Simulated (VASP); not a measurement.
Wanted: the native input for a VASP 6.6.1 run.

| Quantity | Value |
| --- | --- |
| Task | single point |
| Functional | r2SCAN |
| Potentials or basis | VASP PAW PBE potentials, release 64 (Al) |
| Cutoff | 520 eV |
| k mesh | 18 × 18 × 18 |
| Occupations | gaussian, width 0.1 eV |
| Spin | no spin polarisation |
| Dipole correction | no |
| Further INCAR settings | ALGO = Normal; EDIFF = 1e-07; NBANDS = 8 |

Crystal: Al.

```
Al
1.0
     0.00000    2.02016    2.02016
     2.02016    0.00000    2.02016
     2.02016    2.02016    0.00000
Al
1
Direct
  0.00000 0.00000 0.00000
```

These files were run (other wordings do the same):

POSCAR

```
Al
1.0
    0.0000000000      2.0201638539      2.0201638539
    2.0201638539      0.0000000000      2.0201638539
    2.0201638539      2.0201638539      0.0000000000
Al
1
Direct
    0.0000000000      0.0000000000      0.0000000000
```

INCAR.step1

```
ALGO = Normal ; EDIFF = 1E-4
ENCUT = 520 ; GGA = PE
ISMEAR = 0 ; LASPH = True
LCHARG = False ; LREAL = False
LWAVE = True ; NBANDS = 8
NELM = 100 ; PREC = Accurate
SIGMA = 0.1
```

INCAR.step2

```
ALGO = Normal ; EDIFF = 1E-7
ENCUT = 520 ; ISIF = 2
ISMEAR = 0 ; ISTART = 1
LASPH = True ; LCHARG = False
LMIXTAU = True ; LREAL = False
LWAVE = False ; METAGGA = R2SCAN
NBANDS = 8 ; NELM = 100
PREC = Accurate ; SIGMA = 0.1
```

KPOINTS

```
k-points
0
Gamma
  18 18 18
```

Potentials or basis: VASP PAW PBE potentials, release 64 (Al).

Run with:

```console
$ cat potpaw_PBE.64/Al/POTCAR > POTCAR
$ cp INCAR.step1 INCAR
$ mpirun -np 1 vasp_std > vasp.out
$ cp INCAR.step2 INCAR
$ mpirun -np 1 vasp_std > vasp.out
```

It gave:

```json
{
  "Pressure": "-3.4 GPa"
}
```

Caveat: the PAW data sets were made with another functional, which shifts forces and pressure a little.

Run time: 54 s on 1 thread of Intel(R) Xeon(R) Platinum 8488C (Sapphire Rapids) (shared host), peak memory 0.15 GiB.
